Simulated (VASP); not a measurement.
Write the native input for VASP 6.6.1 that does the following.

* Task: single point
* Functional: PBE
* Dispersion: D3(BJ)
* Potentials or basis: VASP PAW PBE potentials, release 64 (O, H, S)
* Cutoff: 520 eV
* k mesh: 1 × 1 × 1
* Occupations: fermi-dirac, width 0.02 eV
* Spin: no spin polarisation
* Dipole correction: no
* Further INCAR settings: ALGO = Normal; EDIFF = 1e-06; NBANDS = 49

The structure of H12SO8 lies in POSCAR:

```
H12SO8
1.0
    6.5374560000      0.0000000000      0.0000000000
    0.0000000000      6.5374560000      0.0000000000
    0.0000000000      0.0000000000      6.5374560000
O H S
8 12 1
Direct
    0.8908817130      0.4363624015      0.2847896797
    0.7226511352      0.7819861426      1.1457667937
    0.5794914719     -0.1406357458      0.5163476435
    0.8528852814      0.1598022228      0.9911653707
    0.3035584484      0.5496939482      0.3275892029
    0.6613122903      0.3714747755      0.6356142206
    0.2010873955      0.4387027614      0.8440592181
    0.2359480507      0.0967501732      0.6759204192
    1.0422096914      0.4727985932      0.2871759290
    0.8754016853      0.3210117208      0.1804524573
    0.7740472747      0.6429565262      1.1823712466
    0.6155758448      0.7641810515      1.0368865198
    0.6268340468     -0.1449646468      0.3745187731
    0.5187032999     -0.0052313928      0.5310934406
    0.7630338162      0.1780968010      0.8771607794
    0.8350343008      0.0143480889      1.0252764990
    0.3926909795      0.4597660007      0.4164311010
    0.3011263097      0.6630407914      0.4234980702
    0.6614805515      0.5070015003      0.6955916797
    0.7511637554      0.3949089676      0.5059460438
    0.2311602556      0.2200703148      0.8646941563
```

These files were run (other wordings do the same):

INCAR

```
SYSTEM = H12SO8
PREC = Accurate
ENCUT = 520
EDIFF = 1E-6
ISMEAR = -1
SIGMA = 0.02
LREAL = .False.
LASPH = .True.
NELM = 120
ALGO = Normal
ISIF = 2
LWAVE = .False.
LCHARG = .True.
GGA = PE
IVDW = 12
LELF = .True.
LVHAR = .True.
NBANDS = 49
GGA_COMPAT = .False.
```

KPOINTS

```
regular mesh
0
Gamma
  1 1 1
  0 0 0
```

Potentials or basis: VASP PAW PBE potentials, release 64 (O, H, S).

Run with:

```sh
$ cat potpaw_PBE.64/O/POTCAR potpaw_PBE.64/H/POTCAR potpaw_PBE.64/S/POTCAR > POTCAR
$ mpirun -np 1 vasp_gam > vasp.out
```

Results of the run:

* Pressure: -1.3 GPa
* Largest force: 1.969 eV/Å
* Band gap on the k mesh: 2.78 eV
* Dispersion energy per atom: -0.036 eV

Caveat: the k points lie up to 0.96 Å⁻¹ apart.

Wall time 23 s on 1 thread of Intel(R) Xeon(R) 6975P-C (Granite Rapids), on a shared host, peak memory 0.33 GiB.
